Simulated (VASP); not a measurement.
Write the native input for VASP 6.6.1 that does the following.

- Task: single point
- Functional: LDA
- Potentials or basis: VASP PAW LDA potentials, release 64 (Rb_sv, Cl)
- Cutoff: 500 eV
- k mesh: 6 × 6 × 6
- Occupations: gaussian, width 0.05 eV
- Spin: no spin polarisation
- Dipole correction: no
- Further INCAR settings: ALGO = Normal; EDIFF = 1e-06; NBANDS = 15

The structure of RbCl lies in POSCAR:

```
RbCl
1.0
    0.0000000000      3.2821850000      3.2821850000
    3.2740000000      0.0081850000      3.2740000000
    3.2740000000      3.2740000000      0.0081850000
Rb Cl
1 1
Direct
    0.0000000000      0.0000000000      0.0000000000
    0.5000000000      0.5000000000      0.5000000000
```

This cell differs from its parent crystal: strain +0.0050 x Voigt [0, 0, 0, 1, 0, 0].

One way to write it, as run:

INCAR

```
ALGO     = Normal         # electronic algorithm
EDIFF    = 1E-6           # SCF threshold, eV
ENCUT    = 500            # plane-wave cutoff, eV
GGA_COMPAT= False        
ISIF     = 2              # what is computed and relaxed
ISMEAR   = 0              # smearing method
LASPH    = True           # aspherical terms in the spheres
LCHARG   = True           # write CHGCAR
LELF     = True           # ELF
LREAL    = False          # projectors in reciprocal space
LVHAR    = True         
LWAVE    = False          # write WAVECAR
NBANDS   = 15             # bands
NELM     = 120            # most SCF steps
PREC     = Accurate       # precision mode
SIGMA    = 0.05           # smearing width, eV
```

KPOINTS

```
k-points
0
Gamma
  6 6 6
```

Potentials or basis: VASP PAW LDA potentials, release 64 (Rb_sv, Cl).

Launch:

```console
$ cat potpaw_LDA.64/Rb_sv/POTCAR potpaw_LDA.64/Cl/POTCAR > POTCAR
$ mpirun -np 1 vasp_std > vasp.out
```

Results of the run:

The pressure is -1.4 GPa and the band gap on the k mesh is 4.60 eV.

Caveat: the cell differs from its parent crystal (strain +0.0050 x Voigt [0, 0, 0, 1, 0, 0]).

Run time: 87 s on 1 thread of AMD EPYC 7R13, with other jobs on the host, peak memory 0.16 GiB.
